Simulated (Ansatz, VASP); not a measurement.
Two plane-wave programs on KF

```
K F
1.0
     0.00000    2.77769    2.77769
     2.77769    0.00000    2.77769
     2.77769    2.77769    0.00000
K F
1 1
Direct
  0.00000 0.00000 0.00000
  0.50000 0.50000 0.50000
```

Alike in both runs: task single point; functional revPBE; k mesh 8 × 8 × 8; occupations gaussian, width 0.05 eV; no spin polarisation.

|  | VASP | Ansatz |
| --- | --- | --- |
| version | VASP 6.6.1 | Ansatz 0.2.0 |
| potentials or method | VASP PAW PBE potentials, release 64 (K_sv, F), cutoff 520 eV | scalar-relativistic, plane waves, PAW |
| valence electrons in the cell | 16 | 16 |

|  | VASP | Ansatz | Ansatz less VASP |
| --- | --- | --- | --- |
| gap on the k mesh at the Fermi level (eV) | 5.90 | 5.91 | +0.011 |
| least direct gap on the mesh (eV) | 5.90 | 5.91 | +0.011 |
| pressure (GPa) | 0.0 | 0.0 | +0.03 |

VASP's potentials were made for PBE, not for revPBE.
